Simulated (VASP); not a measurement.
# SnTe (Fm-3m) in VASP: a series of runs

Runs on SnTe. Level: PBE. Tasks: single point, relaxation of cell and atoms.

Program: VASP 6.6.1. These are calculated values, not measurements. Logs are shortened: lines on timing, memory, paths and dates and some standing lists are left out, and cuts for length are marked.

**1. The cell of the first run**

It takes space group Fm-3m (No. 225, cubic). Conventional cell: a = 6.411 Å, b = 6.411 Å, c = 6.411 Å, α = 90.00°, β = 90.00°, γ = 90.00°. Within 4.2 Å of Te (site symmetry m-3m) lie 6 Sn at 3.21 Å. Within 4.2 Å of Sn (site symmetry m-3m) lie 6 Te at 3.21 Å.

**2. Single point, PBE**

INCAR reads:

```
PREC     = Accurate       # precision mode
ENCUT    = 520            # plane-wave cutoff, eV
EDIFF    = 1E-6           # SCF threshold, eV
ISMEAR   = 0              # smearing method
SIGMA    = 0.01           # smearing width, eV
LREAL    = False          # projectors in reciprocal space
LASPH    = True           # aspherical terms in the spheres
NELM     = 100            # most SCF steps
ALGO     = Normal         # electronic algorithm
ISIF     = 2              # what is computed and relaxed
LWAVE    = False          # write WAVECAR
LCHARG   = False          # write CHGCAR
GGA      = PE             # functional
NBANDS   = 17             # bands
```

KPOINTS reads:

```
Automatic mesh
0
Gamma
  10 10 10
```

POSCAR reads:

```
SnTe
1.0
    0.0000000000      3.2055327220      3.2055327220
    3.2055327220      0.0000000000      3.2055327220
    3.2055327220      3.2055327220      0.0000000000
Te Sn
1 1
Direct
    0.0000000000      0.0000000000      0.0000000000
    0.5000000000      0.5000000000      0.5000000000
```

Potentials or basis: VASP PAW PBE potentials, release 64 (Te, Sn_d).

On the command line:

```console
$ cat potpaw_PBE.64/Te/POTCAR potpaw_PBE.64/Sn_d/POTCAR > POTCAR
$ mpirun -np 1 vasp_std > vasp.out
```

OUTCAR:

```text
PREC = Accurate
   ENCUT = 520
   EDIFF = 1E-6
   ISMEAR = 0
   LREAL = False
   LASPH = True
   NELM = 100
   ISIF = 2
   GGA = PE

 ion  position               nearest neighbor table
   1  0.000  0.000  0.000-   2 3.21   2 3.21   2 3.21   2 3.21   2 3.21   2 3.21
   2  0.500  0.500  0.500-   1 3.21   1 3.21   1 3.21   1 3.21   1 3.21   1 3.21

  LATTYP: Found a face centered cubic cell.
 ALAT       =     6.4110654440

  Lattice vectors:

 A1 = (   0.0000000000,   3.2055327220,   3.2055327220)
 A2 = (   3.2055327220,   0.0000000000,   3.2055327220)
 A3 = (   3.2055327220,   3.2055327220,   0.0000000000)

Analysis of symmetry for initial positions (statically):
=====================================================================
 Subroutine PRICEL returns:
 Original cell was already a primitive cell.

 Routine SETGRP: Setting up the symmetry group for a
 face centered cubic supercell.

 Subroutine GETGRP returns: Found 48 space group operations
 (whereof 48 operations were pure point group operations)
 out of a pool of 48 trial point group operations.

The static configuration has the point symmetry O_h .

Analysis of symmetry for dynamics (positions and initial velocities):
=====================================================================
 Subroutine PRICEL returns:
 Original cell was already a primitive cell.

 Routine SETGRP: Setting up the symmetry group for a
 face centered cubic supercell.

 Subroutine GETGRP returns: Found 48 space group operations
 (whereof 48 operations were pure point group operations)
 out of a pool of 48 trial point group operations.

The dynamic configuration has the point symmetry O_h .

 Subroutine INISYM returns: Found 48 space group operations
 (whereof 48 operations are pure point group operations),
 and found     1 'primitive' translations

----------------------------------------------------------------------------------------

                                     Primitive cell

  volume of cell :      65.8765

  direct lattice vectors                    reciprocal lattice vectors
     0.000000000  3.205532722  3.205532722    -0.155980314  0.155980314  0.155980314
     3.205532722  0.000000000  3.205532722     0.155980314 -0.155980314  0.155980314
     3.205532722  3.205532722  0.000000000     0.155980314  0.155980314 -0.155980314

  length of vectors
     4.533307850  4.533307850  4.533307850     0.270165829  0.270165829  0.270165829

  position of ions in fractional coordinates (direct lattice)
     0.000000000  0.000000000  0.000000000
     0.500000000  0.500000000  0.500000000

[... 72 lines left out ...]
   LSORBIT =      F    spin-orbit coupling
   LASPH  =      T    aspherical Exc in radial PAW
   ENCUT  =  520.0 eV  38.22 Ry    6.18 a.u.   8.43  8.43  8.43*2*pi/ulx,y,z
   NELM   =    100;   NELMIN=  2; NELMDL= -5     # of ELM steps
   EDIFF  = 0.1E-05   stopping-criterion for ELM
   LREAL  =      F    real-space projection
   EDIFFG = 0.1E-04   stopping-criterion for IOM
   NSW    =      0    number of steps for IOM
   IBRION =     -1    ionic relax: 0-MD 1-quasi-New 2-CG
   NFREE  =      0    steps in history (QN), initial steepest desc. (CG)
   ISIF   =      2    stress and relaxation
   ISYM   =      2    0-nonsym 1-usesym 2-fastsym
   POTIM  = 0.5000    time-step for ionic-motion
   TEBEG  =    0.0;   TEEND  =   0.0 temperature during run
   PSTRESS=    0.0 pullay stress
   NELECT =      20.0000    total number of electrons
   NUPDOWN=      -1.0000    fix difference up-down
   EMIN   =  10.00;   EMAX   =-10.00  energy-range for DOS
   EFERMI =   0.00;   METHOD = LEGACY
   ISMEAR =     0;   SIGMA  =   0.01  broadening in eV -4-tet -1-fermi 0-gaus
   EFERMI_NEDOS =   21; number of points for ismear=-14 and -15
   IALGO  =     38    algorithm
   IMIX   =      4    mixing-type and parameters
     AMIX     =   0.40;   BMIX     =  1.00
     AMIX_MAG =   1.60;   BMIX_MAG =  1.00
  volume/ion in A,a.u.               =      32.94       222.28
  Fermi-wavevector in a.u.,A,eV,Ry     =   1.100292  2.079250 16.471791  1.210642
  Thomas-Fermi vector in A             =   2.236701
   LORBIT       =      0    0 simple, 1 ext, 2 COOP (PROOUT), +10 PAW based schemes
   GGA     = PE    functional components
   LHFCALC =     F    Hartree Fock is set to
   AEXX    =    0.0000 exact exchange contribution
   IVDW    =     0    specifies the selected vdW correction
   LEPSILON=     F    determine dielectric tensor
   LRPA    =     F    only Hartree local field effects (RPA)
 non-spin polarized calculation
 Gauss-broadening in eV      SIGMA  =   0.01
  energy-cutoff  :      520.00
  volume of cell :       65.88
 maximum number of plane-waves:      1807
 NGX is ok and might be reduce to    36
   NGX = 17   NGY = 17   NGZ = 17

 number of electron      20.0000005 magnetization

 Free energy of the ion-electron system (eV)
  ---------------------------------------------------
  ext. energy  EPLUGINS =         0.00000000
  ---------------------------------------------------
  free energy    TOTEN  =        -7.56494659 eV

  energy without entropy =       -7.56494655  energy(sigma->0) =       -7.56494657

 E-fermi :   6.3452     XC(G=0):  -9.2633

 val. band max:        6.3186809010   @ k =   0.5000   0.0000   0.0000
 cond. band min:       6.3717461392   @ k =   0.5000   0.0000   0.0000
 fundamental gap:      0.0530652382
 Fermi energy:         6.3452134438

 k-point     1 :       0.0000    0.0000    0.0000
  band No.  band energies     occupation
      1     -15.5600      2.00000
      2     -15.5600      2.00000
      3     -15.5571      2.00000
      4     -15.5571      2.00000
      5     -15.5571      2.00000
      6      -6.1045      2.00000
[... 457 lines left out ...]
      4     -15.5506      2.00000
      5     -15.5503      2.00000
      6      -5.0319      2.00000
[... 9 lines left out ...]
     16      15.4029      0.00000
     17      15.8749      0.00000

 [... further k-points ...]
[... 5 lines left out ...]
  --------------------------------------------------------------------------------------
  -------------------------------------------------------------------------------------
  Total       -0.0290483     -0.0290483     -0.0290483      0.0000000      0.0000000      0.0000000
  in kB       -0.7064817     -0.7064817     -0.7064817      0.0000000      0.0000000      0.0000000
  external PRESSURE =      -0.7064817 kB  Pullay stress =       0.0000000 kB

 VOLUME and BASIS-vectors are now :
 -----------------------------------------------------------------------------
  energy-cutoff  :      520.00
  volume of cell :       65.88
      direct lattice vectors                 reciprocal lattice vectors
     0.000000000  3.205532722  3.205532722    -0.155980314  0.155980314  0.155980314
     3.205532722  0.000000000  3.205532722     0.155980314 -0.155980314  0.155980314
     3.205532722  3.205532722  0.000000000     0.155980314  0.155980314 -0.155980314

 POSITION                                       TOTAL-FORCE (eV/Angst)
 -----------------------------------------------------------------------------------
      0.00000      0.00000      0.00000        -0.000000      0.000000      0.000000
      3.20553      3.20553      3.20553         0.000000     -0.000000     -0.000000
 -----------------------------------------------------------------------------------
    total drift:                                0.000000      0.000000      0.000000

  FREE ENERGIE OF THE ION-ELECTRON SYSTEM (eV)
  ---------------------------------------------------
  free  energy   TOTEN  =        -7.5649465889 eV

  energy  without entropy=       -7.5649465493  energy(sigma->0) =       -7.56494657
```

OSZICAR:

```text
N       E                     dE             d eps       ncg     rms          rms(c)
DAV:   1     0.123287214494E+03    0.12329E+03   -0.96091E+03  1617   0.132E+03
DAV:   2     0.382346541887E+01   -0.11946E+03   -0.11618E+03  1695   0.333E+02
DAV:   3    -0.730548322869E+01   -0.11129E+02   -0.11015E+02  1966   0.879E+01
DAV:   4    -0.762126538576E+01   -0.31578E+00   -0.31556E+00  1903   0.156E+01
DAV:   5    -0.763156444941E+01   -0.10299E-01   -0.10299E-01  2354   0.278E+00    0.404E+00
DAV:   6    -0.756284166560E+01    0.68723E-01   -0.16249E-01  2073   0.251E+00    0.249E+00
DAV:   7    -0.756397907652E+01   -0.11374E-02   -0.56829E-02  1903   0.109E+00    0.855E-01
DAV:   8    -0.756487802272E+01   -0.89895E-03   -0.74305E-03  1995   0.693E-01    0.159E-01
DAV:   9    -0.756492351718E+01   -0.45494E-04   -0.84659E-04  2243   0.261E-01    0.487E-02
DAV:  10    -0.756493890668E+01   -0.15390E-04   -0.13350E-04  1989   0.896E-02    0.199E-02
DAV:  11    -0.756494682587E+01   -0.79192E-05   -0.42464E-05  1958   0.466E-02    0.253E-02
DAV:  12    -0.756494658888E+01    0.23699E-06   -0.22234E-06  1901   0.807E-03
   1 F= -.75649466E+01 E0= -.75649466E+01  d E =-.395521E-07
```

Wall time 85 s (1 thread of Intel Xeon 8259CL, shared host); peak memory 0.23 GiB.

Results:

```
Free energy            : -7.5649 eV
Pressure               : -0.1 GPa
Band gap on the k mesh : 0.05 eV
```

Levels at points of the mesh, in eV from the valence-band top:
| k point | band 6 | band 7 | band 8 | band 9 | band 10 | band 11 | band 12 | band 13 | band 14 | band 15 |
| --- | --- | --- | --- | --- | --- | --- | --- | --- | --- | --- |
| (0.00, 0.00, 0.00) | -12.42 | -4.87 | -2.00 | -2.00 | -2.00 | 3.25 | 3.25 | 3.25 | 4.85 | 4.85 |
| (0.50, 0.00, 0.00) | -11.27 | -8.06 | -1.67 | -1.67 | 0.00 | 0.05 | 0.45 | 0.45 | 7.67 | 8.59 |
| (0.50, 0.50, 0.00) | -11.01 | -6.42 | -5.21 | -3.49 | -3.49 | 2.38 | 4.68 | 4.68 | 6.02 | 8.87 |

Caveat: spin-orbit coupling is left out, which moves the levels of the heavy elements. A k mesh can miss the band edges.

**3. Relaxation of cell and atoms, PBE**

This run uses another cell than the first one, of 33.69 Å³/atom.

INCAR reads:

```
SYSTEM = SnTe
PREC = Accurate
ENCUT = 600
EDIFF = 1E-6
ISMEAR = 0
SIGMA = 0.01
LREAL = .FALSE.
LASPH = .TRUE.
NELM = 60
ALGO = Normal
ISIF = 3
LWAVE = .FALSE.
LCHARG = .FALSE.
GGA = PE
IBRION = 2
NSW = 80
EDIFFG = -0.01
```

KPOINTS reads:

```
Automatic mesh
0
G
  10 10 10
  0 0 0
```

POSCAR reads:

```
SnTe
1.0
    0.0000000000      3.2296140243      3.2296140243
    3.2296140243      0.0000000000      3.2296140243
    3.2296140243      3.2296140243      0.0000000000
Te Sn
1 1
Direct
    0.0000000000      0.0000000000      0.0000000000
    0.5000000000      0.5000000000      0.5000000000
```

Potentials or basis: VASP PAW PBE potentials, release 64 (Te, Sn_d).

On the command line:

```console
$ cat potpaw_PBE.64/Te/POTCAR potpaw_PBE.64/Sn_d/POTCAR > POTCAR
$ mpirun -np 1 vasp_std > vasp.out
```

Run time: 2.5 min. Hardware: 1 thread of Intel Xeon 8259CL, shared host; peak memory 0.26 GiB.

Results (log left out):

- Free energy: -7.5651 eV
- Relaxed volume: 32.93 Å³/atom
- Relaxed cell: a = 4.533 Å, b = 4.533 Å, c = 4.533 Å, α = 60.00°, β = 60.00°, γ = 60.00°
- Space group after relaxing (to 0.1 Å): Fm-3m (No. 225)
- Energy gained by relaxing: 2.1 meV/atom
- Ionic steps: 3
- Pressure after relaxing: 0.0 GPa
- Band gap on the k mesh: 0.05 eV

Step by step:
```csv
step,energy change (eV),largest force (eV/Å),pressure (GPa),volume (Å³)
1,0.0000,0.0000,-0.91,67.37
2,-0.0040,0.0000,0.20,65.52
3,-0.0042,0.0000,0.00,65.86
```

Final structure:
```cif
data_structure
_symmetry_space_group_name_H-M 'P 1'
_symmetry_Int_Tables_number 1
_cell_length_a 4.5330
_cell_length_b 4.5330
_cell_length_c 4.5330
_cell_angle_alpha 60.000
_cell_angle_beta 60.000
_cell_angle_gamma 60.000
_cell_volume 65.86
loop_
_atom_site_label
_atom_site_type_symbol
_atom_site_fract_x
_atom_site_fract_y
_atom_site_fract_z
_atom_site_occupancy
Te1 Te 0.00000 0.00000 0.00000 1
Sn1 Sn 0.50000 0.50000 0.50000 1
```

Levels at points of the mesh, in eV from the valence-band top:
```tsv
k point	band 8	band 9	band 10	band 11	band 12	band 13
(0.00, 0.00, 0.00)	-2.00	-2.00	-2.00	3.25	3.25	3.25
(0.50, 0.00, 0.00)	-1.67	-1.67	0.00	0.05	0.45	0.45
(0.50, 0.50, 0.00)	-5.21	-3.49	-3.49	2.38	4.69	4.69
```

Caveat: spin-orbit coupling is left out, which moves the levels of the heavy elements.
